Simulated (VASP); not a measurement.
Set up this calculation in VASP 6.6.1, as the native input.

* Task: single point
* Functional: HSE06
* Potentials or basis: VASP PAW PBE potentials, release 64 (Mg, F)
* Cutoff: 520 eV
* k mesh: 4 × 4 × 6
* Occupations: gaussian, width 0.01 eV
* Spin: no spin polarisation
* Dipole correction: no
* Grid for exact exchange (PRECFOCK): Normal
* Further INCAR settings: ALGO = Normal; EDIFF = 1e-06; NBANDS = 25
* Screening parameter: 0.2079 1/Å

Crystal: MgF2.

```xyz
6
Lattice="4.6220 0.0000 0.0000 0.0000 4.6220 0.0000 0.0000 0.0000 3.1375" Properties=species:S:1:pos:R:3 pbc="T T T"
Mg    0.0000    0.0000    0.0000
Mg    2.3110    2.3110    1.5687
F     1.4053    1.4053    0.0000
F     0.9057    3.7163    1.5687
F     3.7163    0.9057    1.5687
F     3.2167    3.2167    0.0000
```

This cell differs from its parent crystal: uniaxial z strain +3.0%.

One way to write it, as run:

POSCAR

```
MgF2
1.0
    4.6220159946      0.0000000000      0.0000000000
    0.0000000000      4.6220159946      0.0000000000
    0.0000000000      0.0000000000      3.1374951123
Mg F
2 4
Direct
    0.0000000000      0.0000000000      0.0000000000
    0.5000000000      0.5000000000      0.5000000000
    0.3040502989      0.3040502989      0.0000000000
    0.1959497011      0.8040502989      0.5000000000
    0.8040502989      0.1959497011      0.5000000000
    0.6959497011      0.6959497011      0.0000000000
```

INCAR.step1

```
SYSTEM = MgF2
PREC     = Accurate       ! precision mode
ENCUT    = 520            ! plane-wave cutoff, eV
EDIFF    = 1E-5           ! SCF threshold, eV
ISMEAR   = 0              ! smearing method
SIGMA    = 0.01           ! smearing width, eV
LREAL    = .False.        ! projectors in reciprocal space
LASPH    = .True.         ! aspherical terms in the spheres
NELM     = 120            ! most SCF steps
ALGO     = Normal         ! electronic algorithm
ISIF     = 2              ! what is computed and relaxed
LWAVE    = .True.         ! write WAVECAR
GGA      = PE             ! functional
NBANDS   = 25             ! bands
GGA_COMPAT= .False.      
KPAR     = 4
```

INCAR.step2

```
SYSTEM = MgF2
PREC     = Accurate       ! precision mode
ENCUT    = 520            ! plane-wave cutoff, eV
EDIFF    = 1E-6           ! SCF threshold, eV
ISMEAR   = 0              ! smearing method
SIGMA    = 0.01           ! smearing width, eV
LREAL    = .False.        ! projectors in reciprocal space
LASPH    = .True.         ! aspherical terms in the spheres
NELM     = 120            ! most SCF steps
ALGO     = Normal         ! electronic algorithm
ISIF     = 2              ! what is computed and relaxed
LWAVE    = .False.        ! write WAVECAR
LCHARG   = .True.         ! write CHGCAR
GGA      = PE             ! functional
LHFCALC  = .True.         ! exact exchange
HFSCREEN = 0.2079         ! screening, 1/A
PRECFOCK = Normal       
LVHAR    = .True.       
ISTART   = 1            
NBANDS   = 25             ! bands
GGA_COMPAT= .False.      
KPAR     = 4
```

KPOINTS

```
Automatic mesh
0
Gamma
  4 4 6
  0 0 0
```

Potentials or basis: VASP PAW PBE potentials, release 64 (Mg, F).

Launch:

```console
$ cat potpaw_PBE.64/Mg/POTCAR potpaw_PBE.64/F/POTCAR > POTCAR
$ cp INCAR.step1 INCAR
$ mpirun -np 4 vasp_std > vasp.out
$ cp INCAR.step2 INCAR
$ mpirun -np 4 vasp_std > vasp.out
```

Results of the run:

```yaml
Pressure: -2.5 GPa
Largest_force: 0.011 eV/Å
Band_gap_on_the_k_mesh: 9.15 eV, direct
```

Caveat: the cell differs from its parent crystal (uniaxial z strain +3.0%); the PAW data sets were made with another functional, which shifts forces and pressure a little.

It took 29 min on 4 MPI ranks on Intel(R) Xeon(R) Platinum 8259CL CPU @ 2.50GHz (Skylake/Cascade Lake), with other jobs on the host, peak memory 0.31 GiB a rank.
